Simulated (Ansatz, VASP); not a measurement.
**GaBiSe4 in VASP and in Ansatz**

```
Ga Bi Se
1.0
     2.84419   -5.16378    0.00000
     2.84419    5.16378    0.00000
     0.00000    0.00000    5.67260
Ga Bi Se
1 1 4
Direct
  0.50000 0.50000 0.50000
  0.00000 0.00000 0.00000
  0.61698 0.38302 0.00000
  0.11728 0.88272 0.50000
  0.88272 0.11728 0.50000
  0.38302 0.61698 0.00000
```

Change from the starting cell: species swapped into the DyYC4 type (Cmmm, No. 65).

Alike in both runs: task relaxation of cell and atoms; functional PBE; k mesh 8 × 8 × 8; occupations gaussian, width 0.1 eV; no spin polarisation.

```csv
,VASP,Ansatz
version,VASP 6.6.1,Ansatz 0.2.0
potentials or method,"VASP PAW PBE potentials, release 64 (Ga_d, Bi_d, Se), cutoff 600 eV","scalar-relativistic, plane waves, PAW"
valence electrons in the cell,52,92
```

|  | VASP | Ansatz | Ansatz less VASP |
| --- | --- | --- | --- |
| gap on the k mesh at the Fermi level, each at its own relaxed structure (eV) | none | none | - |
| relaxed volume (Å³/atom) | 27.84 | 27.64 | -0.204 |
| relaxed length of the cell vector where the two differ most in proportion (Å) | 5.903 | 5.869 | -0.0333 |

A gap of «none» marks a metal or a gap that the smearing closes. VASP's potentials hold 52 valence electrons a cell and Ansatz's 92, so a difference there can come from the potentials and not from the codes.

Spin-orbit coupling is off throughout.
